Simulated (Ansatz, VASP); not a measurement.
**Ge: VASP beside Ansatz**

The input INCAR:

```
  PREC = Accurate
  ENCUT = 500
  EDIFF = 1E-6
  ISMEAR = 0
  SIGMA = 0.1
  LREAL = F
  LASPH = T
  NELM = 120
  ALGO = Normal
  ISIF = 2
  LWAVE = F
  LCHARG = T
  GGA = PE
  LELF = T
  LVHAR = T
  NBANDS = 36
  GGA_COMPAT = F
```

KPOINTS

```
Automatic mesh
0
Gamma
  4 4 4
```

POSCAR

```
Ge
1.0
    3.9616373971      0.0000000000      0.0000000000
    0.0000000000      5.6026013601      0.0000000000
    0.0000000000      0.0000000000      4.1662427702
Ge
4
Direct
    0.0000000000      0.0000000000      0.0000000000
    0.5000000000      0.2500000000      0.0000000000
    0.5000000000      0.5000000000      0.5000042000
    0.0000000000      0.7500000000      0.5000042000
```

Input for Ansatz:

```yaml
crystal:
  lattice:
    - [3.9616373971, 0.0, 0.0]
    - [0.0, 5.6026013601, 0.0]
    - [0.0, 0.0, 4.1662427702]
  atoms:
    - { symbol: Ge, position: [0.0, 0.0, 0.0] }
    - { symbol: Ge, position: [0.5, 0.25, 0.0] }
    - { symbol: Ge, position: [0.5, 0.5, 0.5000042] }
    - { symbol: Ge, position: [0.0, 0.75, 0.5000042] }
basis:
  ecutwfc: 420
kpoints:
  mp_grid: { grid: [4, 4, 4] }
hamiltonian:
  xc: pbe
  pseudopotentials: { kind: paw, azcp: { folder: soft_1 } }
scf:
  occupations: { method: gaussian, width: 0.1 }
output:
  forces: true
  stress: true
  eigenvalues: true
```

Alike in both runs: task single point; functional PBE; k mesh 4 × 4 × 4; occupations gaussian, width 0.1 eV; no spin polarisation.

|  | VASP | Ansatz |
| --- | --- | --- |
| version | VASP 6.6.1 | Ansatz 0.2.0 |
| potentials or method | VASP PAW PBE potentials, release 64 (Ge_d), cutoff 500 eV | scalar-relativistic, plane waves, PAW |
| valence electrons in the cell | 56 | 56 |

```tsv
	VASP	Ansatz	Ansatz less VASP
gap on the k mesh at the Fermi level (eV)	none	none	-
pressure (GPa)	2.7	2.9	+0.13
traceless stress, the component that is largest in VASP (GPa)	3.80	3.81	+0.011
rms of the force components (eV/Å)	0.273	0.275	+0.0017
```

Atom by atom the forces differ by 0.002 eV/Å (rms over components). A gap of «none» marks a metal or a gap that the smearing closes. The functional is the same, so the differences come from potentials, cutoffs and numerics. Ansatz's warnings: structure snapped to symmetry.

The k mesh is coarse, so the values compare programs but aren't converged.
